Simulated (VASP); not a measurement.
# NiAu (R-3m) in VASP: single point with PBEsol

Aim: the single point of NiAu with PBEsol.

Program: VASP 6.6.1. These are calculated values, not measurements. Logs are shortened: lines on timing, memory, paths and dates and some standing lists are left out, and cuts for length are marked.

## (1) The cell of the first run

The structure is trigonal, space group R-3m (No. 166). Conventional cell: a = 2.728 Å, b = 2.728 Å, c = 13.232 Å, α = 90.00°, β = 90.00°, γ = 120.00°. Ni (site symmetry -3m) has 6 Au at 2.71 Å and 6 Ni at 2.73 Å within 3.6 Å. Au (site symmetry -3m) has 6 Ni at 2.71 Å and 6 Au at 2.73 Å within 3.6 Å.

## (2) Single point, PBEsol

INCAR

```
SYSTEM = NiAu
PREC     = Accurate       ! precision mode
ENCUT    = 600            ! plane-wave cutoff, eV
EDIFF    = 1E-6           ! SCF threshold, eV
ISMEAR   = 0              ! smearing method
SIGMA    = 0.1            ! smearing width, eV
LREAL    = .False.        ! projectors in reciprocal space
LASPH    = .True.         ! aspherical terms in the spheres
NELM     = 120            ! most SCF steps
ALGO     = Normal         ! electronic algorithm
ISIF     = 2              ! what is computed and relaxed
LWAVE    = .False.        ! write WAVECAR
LCHARG   = .True.         ! write CHGCAR
GGA      = PS             ! functional
LELF     = .True.         ! ELF
LVHAR    = .True.       
NBANDS   = 18             ! bands
GGA_COMPAT= .False.
```

KPOINTS

```
Automatic mesh
0
Gamma
  9 9 9
  0 0 0
```

POSCAR

```
NiAu
1.0
    1.3639910068      0.7875005749      4.4106190321
   -1.3639910068      0.7875005749      4.4106190321
    0.0000000000     -1.5750011499      4.4106190321
Ni Au
1 1
Direct
    0.5000000000      0.5000000000      0.5000000000
    0.0000000000      0.0000000000      0.0000000000
```

Potentials or basis: VASP PAW PBE potentials, release 64 (Ni, Au).

Started as:

```
cat potpaw_PBE.64/Ni/POTCAR potpaw_PBE.64/Au/POTCAR > POTCAR
mpirun -np 1 vasp_std > vasp.out
```

OUTCAR:

```text
SYSTEM = NiAu
   PREC = Accurate
   ENCUT = 600
   EDIFF = 1E-6
   ISMEAR = 0
   LREAL = .False.
   LASPH = .True.
   NELM = 120
   ISIF = 2
   GGA = PS

 ion  position               nearest neighbor table
   1  0.500  0.500  0.500-   2 2.71   2 2.71   2 2.71   2 2.71   2 2.71   2 2.71
   2  0.000  0.000  0.000-   1 2.71   1 2.71   1 2.71   1 2.71   1 2.71   1 2.71

  LATTYP: Found a trigonal (rhomboedric) cell.
 ALAT       =     4.6833950152
 COS(alpha) =     0.8303587630

  Lattice vectors:

 A1 = (   1.3639910068,   0.7875005749,   4.4106190321)
 A2 = (  -1.3639910068,   0.7875005749,   4.4106190321)
 A3 = (   0.0000000000,  -1.5750011499,   4.4106190321)

Analysis of symmetry for initial positions (statically):
=====================================================================
 Subroutine PRICEL returns:
 Original cell was already a primitive cell.

 Routine SETGRP: Setting up the symmetry group for a
 trigonal (rhombohedral) supercell.

 Subroutine GETGRP returns: Found 12 space group operations
 (whereof 12 operations were pure point group operations)
 out of a pool of 12 trial point group operations.

The static configuration has the point symmetry D_3d.

Analysis of symmetry for dynamics (positions and initial velocities):
=====================================================================
 Subroutine PRICEL returns:
 Original cell was already a primitive cell.

 Routine SETGRP: Setting up the symmetry group for a
 trigonal (rhombohedral) supercell.

 Subroutine GETGRP returns: Found 12 space group operations
 (whereof 12 operations were pure point group operations)
 out of a pool of 12 trial point group operations.

The dynamic configuration has the point symmetry D_3d.

 Subroutine INISYM returns: Found 12 space group operations
 (whereof 12 operations are pure point group operations),
 and found     1 'primitive' translations

----------------------------------------------------------------------------------------

                                     Primitive cell

  volume of cell :      28.4258

  direct lattice vectors                    reciprocal lattice vectors
     1.363991007  0.787500575  4.410619032     0.366571332  0.211640057  0.075575181
    -1.363991007  0.787500575  4.410619032    -0.366571332  0.211640057  0.075575181
     0.000000000 -1.575001150  4.410619032     0.000000000 -0.423280114  0.075575181

[... 75 lines left out ...]
   ISTART =      0    job   : 0-new  1-cont  2-samecut
   ICHARG =      2    charge: 1-file 2-atom 10-const
   ISPIN  =      1    spin polarized calculation?
   LNONCOLLINEAR =      F non collinear calculations
   LSORBIT =      F    spin-orbit coupling
   LASPH  =      T    aspherical Exc in radial PAW
   ENCUT  =  600.0 eV  44.10 Ry    6.64 a.u.   9.35  9.35  9.35*2*pi/ulx,y,z
   NELM   =    120;   NELMIN=  2; NELMDL= -5     # of ELM steps
   EDIFF  = 0.1E-05   stopping-criterion for ELM
   LREAL  =      F    real-space projection
   EDIFFG = 0.1E-04   stopping-criterion for IOM
   NSW    =      0    number of steps for IOM
   IBRION =     -1    ionic relax: 0-MD 1-quasi-New 2-CG
   NFREE  =      0    steps in history (QN), initial steepest desc. (CG)
   ISIF   =      2    stress and relaxation
   ISYM   =      2    0-nonsym 1-usesym 2-fastsym
   POTIM  = 0.5000    time-step for ionic-motion
   TEBEG  =    0.0;   TEEND  =   0.0 temperature during run
   PSTRESS=    0.0 pullay stress
   NELECT =      21.0000    total number of electrons
   NUPDOWN=      -1.0000    fix difference up-down
   EMIN   =  10.00;   EMAX   =-10.00  energy-range for DOS
   EFERMI =   0.00;   METHOD = LEGACY
   ISMEAR =     0;   SIGMA  =   0.10  broadening in eV -4-tet -1-fermi 0-gaus
   EFERMI_NEDOS =   21; number of points for ismear=-14 and -15
   IALGO  =     38    algorithm
   IMIX   =      4    mixing-type and parameters
     AMIX     =   0.40;   BMIX     =  1.00
     AMIX_MAG =   1.60;   BMIX_MAG =  1.00
  volume/ion in A,a.u.               =      14.21        95.91
  Fermi-wavevector in a.u.,A,eV,Ry     =   1.479938  2.796677 29.799706  2.190217
  Thomas-Fermi vector in A             =   2.594034
   LORBIT       =      0    0 simple, 1 ext, 2 COOP (PROOUT), +10 PAW based schemes
   GGA     = PS    functional components
   LHFCALC =     F    Hartree Fock is set to
   AEXX    =    0.0000 exact exchange contribution
   IVDW    =     0    specifies the selected vdW correction
   LEPSILON=     F    determine dielectric tensor
   LRPA    =     F    only Hartree local field effects (RPA)
 non-spin polarized calculation
 Gauss-broadening in eV      SIGMA  =   0.10
  energy-cutoff  :      600.00
  volume of cell :       28.43
 maximum number of plane-waves:       977
 NGX is ok and might be reduce to    40
   NGX = 19   NGY = 19   NGZ = 19

 number of electron      20.9999997 magnetization

 Free energy of the ion-electron system (eV)
  ---------------------------------------------------
  ext. energy  EPLUGINS =         0.00000000
  ---------------------------------------------------
  free energy    TOTEN  =        -9.68507364 eV

  energy without entropy =       -9.67556323  energy(sigma->0) =       -9.68031844

 E-fermi :   8.8953     XC(G=0): -12.9816

 val. band max:        8.8864763676   @ k =  -0.2222   0.2222   0.2222
 cond. band min:       8.8957830064   @ k =  -0.3333  -0.3333   0.1111
 fundamental gap:      0.0093066388
 Fermi energy:         8.8953145819

 k-point     1 :       0.0000    0.0000    0.0000
  band No.  band energies     occupation
      1      -0.7940      2.00000
      2       2.2308      2.00000
      3       4.1367      2.00000
      4       4.1367      2.00000
      5       5.9072      2.00000
      6       5.9072      2.00000
[... 481 lines left out ...]
      5       7.0248      2.00000
      6       7.4106      2.00000
[... 10 lines left out ...]
     17      25.9036      0.00000
     18      27.5774      0.00000

 [... further k-points ...]
[... 5 lines left out ...]
  --------------------------------------------------------------------------------------
  -------------------------------------------------------------------------------------
  Total       -0.0603873     -0.0603873     -1.6175039     -0.0000000      0.0000000     -0.0000000
  in kB       -3.4036375     -3.4036375    -91.1680627     -0.0000000      0.0000000     -0.0000000
  external PRESSURE =     -32.6584459 kB  Pullay stress =       0.0000000 kB

 VOLUME and BASIS-vectors are now :
 -----------------------------------------------------------------------------
  energy-cutoff  :      600.00
  volume of cell :       28.43
      direct lattice vectors                 reciprocal lattice vectors
     1.363991007  0.787500575  4.410619032     0.366571332  0.211640057  0.075575181
    -1.363991007  0.787500575  4.410619032    -0.366571332  0.211640057  0.075575181
     0.000000000 -1.575001150  4.410619032     0.000000000 -0.423280114  0.075575181

 POSITION                                       TOTAL-FORCE (eV/Angst)
 -----------------------------------------------------------------------------------
      0.00000     -0.00000      6.61593        -0.000000      0.000000     -0.000000
      0.00000      0.00000      0.00000         0.000000     -0.000000      0.000000
 -----------------------------------------------------------------------------------
    total drift:                               -0.000000      0.000000     -0.000000

  FREE ENERGIE OF THE ION-ELECTRON SYSTEM (eV)
  ---------------------------------------------------
  free  energy   TOTEN  =        -9.6850736379 eV

  energy  without entropy=       -9.6755632336  energy(sigma->0) =       -9.68031844
```

Run time: 2.2 min. Hardware: 1 thread of Intel Xeon Platinum 8488C (Sapphire Rapids), shared host; peak memory 0.28 GiB.

Results:

* Free energy: -9.6851 eV
* Pressure: -3.3 GPa

Caveat: the PAW data sets were made with another functional, which shifts forces and pressure a little; spin-orbit coupling is left out, which moves the levels of the heavy elements.
